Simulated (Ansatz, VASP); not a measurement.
**Tc: VASP beside Ansatz**

```
Tc
1.0
     2.68407    0.00000    0.00000
    -1.34203    2.32447    0.00000
     0.00000    0.00000    4.30822
Tc
2
Direct
  0.33333 0.66667 0.25000
  0.66667 0.33333 0.75000
```

Change from the starting cell: volume scaled by 0.94, PAW files.

Alike in both runs: task electric field gradients; functional LDA; k mesh 17 × 17 × 9; occupations fermi-dirac, width 0.08 eV; no spin polarisation.

|  | VASP | Ansatz |
| --- | --- | --- |
| version | VASP 6.6.1 | Ansatz 0.2.0 |
| potentials or method | VASP PAW LDA potentials, release 64 (Tc_pv) | PAW with Ansatz's default frozen-core files, scalar-relativistic |
| plane-wave cutoff (eV) | 520 | 500 |
| valence electrons in the cell | 26 | 30 |

Ansatz gave:

| Item | Value |
| --- | --- |
| pressure (GPa) | 9.0 |
| traceless stress, the component that is largest in VASP (GPa) | -1.09 |
| size of Vzz on the site where it differs most (V/Å²) | 16.3 |

Estimate VASP's values.

pressure (GPa): 9.1; traceless stress, the component that is largest in VASP (GPa): -1.10; size of Vzz on the site where it differs most (V/Å²): 16.3.

LDA's correlation is that of Perdew and Zunger in VASP and of Perdew and Wang (1992) in Ansatz. VASP's potentials hold 26 valence electrons a cell and Ansatz's 30, so a difference there can come from the potentials and not from the codes.
